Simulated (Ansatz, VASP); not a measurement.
# One calculation of Sc2BP3, two programs

```
CELL_PARAMETERS angstrom
3.60486 0.00000 0.00000
0.00000 3.60486 0.00000
0.00000 0.00000 7.95266
ATOMIC_POSITIONS crystal
Sc 0.50000 0.00000 0.73919
Sc 0.00000 0.50000 0.26081
B 0.50000 0.50000 0.00000
P 0.50000 0.00000 0.38377
P 0.00000 0.50000 0.61623
P 0.00000 0.00000 0.00000
```

Change from the starting cell: species swapped into the Zr2Sb3Pd type (P-4m2, No. 115).

Alike in both runs: task single point; functional PBE; k mesh 6 × 6 × 2; occupations gaussian, width 0.1 eV; no spin polarisation.

|  | VASP | Ansatz |
| --- | --- | --- |
| version | VASP 6.6.1 | Ansatz 0.2.0 |
| potentials or method | VASP PAW PBE potentials, release 64 (Sc_sv, B, P), cutoff 520 eV | scalar-relativistic, plane waves, PAW |
| valence electrons in the cell | 40 | 40 |

```tsv
	VASP	Ansatz	Ansatz less VASP
gap on the k mesh at the Fermi level (eV)	none	none	-
pressure (GPa)	-9.4	-9.5	-0.11
traceless stress, the component that is largest in VASP (GPa)	4.80	4.80	0.000
rms of the force components (eV/Å)	0.092	0.094	+0.0018
```

Atom by atom the forces differ by 0.002 eV/Å (rms over components). A gap of «none» marks a metal or a gap that the smearing closes.

The k mesh is coarse, so the values compare programs but aren't converged.
